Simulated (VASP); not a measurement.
CaF2 (Fluorite), 3 atoms in the cell. The structure is cubic, space group Fm-3m (No. 225). The conventional cell has a = 5.615 Å, b = 5.615 Å, c = 5.615 Å, α = 90.00°, β = 90.00°, γ = 90.00°. Ca (site symmetry m-3m) has 8 F at 2.43 Å within 3.2 Å. F (site symmetry -43m) has 4 Ca at 2.43 Å and 6 F at 2.81 Å within 3.2 Å.  This cell differs from its parent crystal: volume changed by +10%.

* Program: VASP 6.6.1
* Task: single point
* Functional: PBE
* Potentials or basis: VASP PAW PBE potentials, release 64 (Ca_sv, F)
* Cutoff: 600 eV
* k mesh: 4 × 4 × 4
* Occupations: gaussian, width 0.01 eV
* Spin: no spin polarisation
* Dipole correction: no
* Further INCAR settings: ALGO = Normal; EDIFF = 1e-06; NBANDS = 19

Potentials or basis: VASP PAW PBE potentials, release 64 (Ca_sv, F).

Launch:

```bash
$ cat potpaw_PBE.64/Ca_sv/POTCAR potpaw_PBE.64/F/POTCAR > POTCAR
$ mpirun -np 1 vasp_std > vasp.out
```

Hardware: 1 thread of Intel Xeon 6975P-C, on a shared host.

Task: Estimate the wall time of this run.

Result: Run time: 8 s on 1 thread of Intel Xeon 6975P-C, on a shared host, peak memory 0.17 GiB. Counts: scf iterations 13, k points 8.
